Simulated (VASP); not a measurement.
Write the native input for VASP 6.6.1 that does the following.

| Property | Result |
| --- | --- |
| Task | single point |
| Functional | PBE |
| Potentials or basis | VASP PAW PBE potentials, release 64 (Zn) |
| Cutoff | 500 eV |
| k mesh | 10 × 10 × 5 |
| Occupations | fermi-dirac, width 0.05 eV |
| Spin | no spin polarisation |
| Dipole correction | no |
| Further INCAR settings | ALGO = Normal; EDIFF = 1e-06; NBANDS = 19 |

The structure of Zn lies in POSCAR:

```
Zn
1.0
    2.6700000000      0.0000000000      0.0000000000
   -1.3350000000      2.3122878281      0.0000000000
    0.0000000000      0.0000000000      4.9660000000
Zn
2
Direct
    0.6666666667      0.3333333333      0.7500000000
    0.3333333333      0.6666666667      0.2500000000
```

These files were run (other wordings do the same):

INCAR

```
SYSTEM = Zn
ALGO = Normal
EDIFF = 1E-6
ENCUT = 500
GGA = PE
GGA_COMPAT = .False.
ISIF = 2
ISMEAR = -1
LASPH = .True.
LCHARG = .True.
LELF = .True.
LREAL = .False.
LVHAR = .True.
LWAVE = .False.
NBANDS = 19
NELM = 120
PREC = Accurate
SIGMA = 0.05
```

KPOINTS

```
k-points
0
Gamma
  10 10 5
  0 0 0
```

Potentials or basis: VASP PAW PBE potentials, release 64 (Zn).

Run with:

```console
$ cat potpaw_PBE.64/Zn/POTCAR > POTCAR
$ mpirun -np 1 vasp_std > vasp.out
```

It gave:

The pressure is -0.5 GPa and the band gap on the k mesh is zero (band 12 reaches 4.15 eV, above the bottom of band 13 at -0.01 eV).

It took 14 s on 1 thread of Intel(R) Xeon(R) 6975P-C (Granite Rapids) (shared host), peak memory 0.14 GiB.
